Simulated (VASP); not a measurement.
Wanted: the native input for a VASP 6.6.1 run.

| Quantity | Value |
| --- | --- |
| Task | single point |
| Functional | PBE |
| Potentials or basis | VASP PAW PBE potentials, release 64 (B) |
| Cutoff | 520 eV |
| k mesh | 21 × 21 × 21 |
| Occupations | fermi-dirac, width 0.1 eV |
| Spin | no spin polarisation |
| Dipole correction | no |
| Further INCAR settings | ALGO = Normal; EDIFF = 1e-06; NBANDS = 8 |

The structure of B lies in POSCAR:

```
B
1.0
   -1.1691540606      1.1691540606      1.1691540606
    1.1691540606     -1.1691540606      1.1691540606
    1.1691540606      1.1691540606     -1.1691540606
B
1
Direct
    0.0000000000      0.0000000000      0.0000000000
```

This cell differs from its parent crystal: volume scaled by 1.04.

The input as run:

INCAR

```
SYSTEM = B
  PREC = Accurate
  ENCUT = 520
  EDIFF = 1E-6
  ISMEAR = -1
  SIGMA = 0.1
  LREAL = .False.
  LASPH = .True.
  NELM = 100
  ALGO = Normal
  ISIF = 2
  LWAVE = .False.
  LCHARG = .False.
  GGA = PE
  NBANDS = 8
```

KPOINTS

```
Automatic mesh
0
Gamma
  21 21 21
  0 0 0
```

Potentials or basis: VASP PAW PBE potentials, release 64 (B).

Launch:

```sh
$ cat potpaw_PBE.64/B/POTCAR > POTCAR
$ mpirun -np 1 vasp_std > vasp.out
```

Results of the run:

- Pressure: -8.3 GPa

It took 7.8 s on 1 thread of Intel(R) Xeon(R) Platinum 8259CL CPU @ 2.50GHz (Skylake/Cascade Lake), with other jobs on the host, peak memory 0.11 GiB.
